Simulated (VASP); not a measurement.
Write the native input for VASP 6.6.1 that does the following.

- Task: single point
- Functional: PBEsol
- Potentials or basis: VASP PAW PBE potentials, release 64 (Rh_pv)
- Cutoff: 520 eV
- k mesh: 8 × 8 × 8
- Occupations: gaussian, width 0.1 eV
- Spin: no spin polarisation
- Dipole correction: no
- Further INCAR settings: ALGO = Normal; EDIFF = 1e-06; NBANDS = 14

The structure of Rh lies in POSCAR:

```
Rh
1.0
    2.4346469703      0.0000000000      0.0000000000
    0.0000000000      2.4346469703      0.0000000000
    0.0000000000      0.0000000000      2.4346469703
Rh
1
Direct
    0.0000000000      0.0000000000      0.0000000000
```

This isn't the form of Rh at room conditions, which is fcc.

These files were run (other wordings do the same):

INCAR

```
PREC = Accurate ; ENCUT = 520
EDIFF = 1E-6 ; ISMEAR = 0
SIGMA = 0.1 ; LREAL = False
LASPH = True ; NELM = 60
ALGO = Normal ; ISIF = 2
LWAVE = False ; LCHARG = False
GGA = PS ; NBANDS = 14
```

KPOINTS

```
Automatic mesh
0
Gamma
  8 8 8
```

Potentials or basis: VASP PAW PBE potentials, release 64 (Rh_pv).

Launch:

```console
$ cat potpaw_PBE.64/Rh_pv/POTCAR > POTCAR
$ mpirun -np 1 vasp_std > vasp.out
```

Results of the run:

| Quantity | Value |
| --- | --- |
| Pressure | 19.2 GPa |
| Band gap on the k mesh | zero (an odd number of electrons rules out a gap without spin polarisation) |

Caveat: the cell stands under pressure; the PAW data sets were made with another functional, which shifts forces and pressure a little.

It took 7.8 s on 1 thread of Intel Xeon 8259CL, with other jobs on the host, peak memory 0.12 GiB.
